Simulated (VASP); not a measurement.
A run of VASP 6.6.1 is set up as follows.

The input INCAR:

```
PREC     = Accurate       # precision mode
ENCUT    = 600            # plane-wave cutoff, eV
EDIFF    = 1E-7           # SCF threshold, eV
ISMEAR   = 0              # smearing method
SIGMA    = 0.1            # smearing width, eV
LREAL    = F              # projectors in reciprocal space
LASPH    = T              # aspherical terms in the spheres
NELM     = 100            # most SCF steps
ALGO     = Fast           # electronic algorithm
ISIF     = 3              # what is computed and relaxed
LWAVE    = F              # write WAVECAR
LCHARG   = F              # write CHGCAR
GGA      = PE             # functional
IBRION   = 2              # ionic algorithm
NSW      = 100            # ionic steps
EDIFFG   = -0.01          # ionic threshold
```

File KPOINTS:

```
Automatic mesh
0
Gamma
  6 6 6
```

File POSCAR:

```
Si3Sn4
1.0
    5.9452120316      0.0000000000      0.0000000000
    0.0000000000      5.9452120316      0.0000000000
    0.0000000000      0.0000000000      5.9452120316
Si Sn
3 4
Direct
    0.0000000000      0.5000000000      0.0000000000
    0.5000000000      0.0000000000      0.0000000000
    0.0000000000      0.0000000000      0.5000000000
    0.7377962532      0.7377962532      0.2622037468
    0.7377962532      0.2622037468      0.7377962532
    0.2622037468      0.7377962532      0.7377962532
    0.2622037468      0.2622037468      0.2622037468
```

Potentials or basis: VASP PAW PBE potentials, release 64 (Si, Sn_d).

Run with:

```bash
$ cat potpaw_PBE.64/Si/POTCAR potpaw_PBE.64/Sn_d/POTCAR > POTCAR
$ mpirun -np 1 vasp_std > vasp.out
```

Estimate the relaxed cell.

a = 5.906 Å, b = 5.906 Å, c = 5.906 Å, α = 90.00°, β = 90.00°, γ = 90.00°.

What does it give for the band gap on the k mesh?

Zero (band 34 reaches 6.03 eV, above the bottom of band 35 at 5.03 eV).

Final structure:
```
Si Sn
1.0
     5.90632    0.00000    0.00000
     0.00000    5.90632    0.00000
     0.00000    0.00000    5.90632
Si Sn
3 4
Direct
  0.00000 0.50000 0.00000
  0.50000 0.00000 0.00000
  0.00000 0.00000 0.50000
  0.73515 0.73515 0.26485
  0.73515 0.26485 0.73515
  0.26485 0.73515 0.73515
  0.26485 0.26485 0.26485
```

Caveat: spin-orbit coupling is left out, which moves the levels of the heavy elements.
